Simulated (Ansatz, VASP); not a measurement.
**Two plane-wave programs on Si4Mo3**

```
Si Mo
1.0
    -3.72177    3.72177    3.72177
     3.72177   -3.72177    3.72177
     3.72177    3.72177   -3.72177
Si Mo
8 6
Cartesian
  -0.6173 3.1045 0.6173
  3.1045 0.6173 -0.6173
  1.2436 4.9654 -1.2436
  0.6173 -0.6173 3.1045
  -1.2436 1.2436 4.9654
  4.9654 -1.2436 1.2436
  2.4781 2.4781 2.4781
  0.6173 0.6173 0.6173
  1.8609 2.7913 0.0000
  0.0000 1.8609 2.7913
  0.9304 0.0000 5.5826
  5.5826 0.9304 0.0000
  2.7913 0.0000 1.8609
  0.0000 5.5826 0.9304
```

Alike in both runs: functional PBE; k mesh 6 × 6 × 6; occupations gaussian, width 0.1 eV; no spin polarisation.

Ansatz relaxed the structure, and its values are those at the end. VASP's run is a single point on that final structure, the one shown.

```csv
,VASP,Ansatz
version,VASP 6.6.1,Ansatz 0.2.0
potentials or method,"VASP PAW PBE potentials, release 64 (Si, Mo_sv), cutoff 520 eV","scalar-relativistic, plane waves, PAW"
valence electrons in the cell,116,116
```

|  | VASP | Ansatz | Ansatz less VASP |
| --- | --- | --- | --- |
| gap on the k mesh at the Fermi level (eV) | none | none | - |
| pressure (GPa) | 0.2 | 0.0 | -0.17 |

A gap of «none» marks a metal or a gap that the smearing closes.
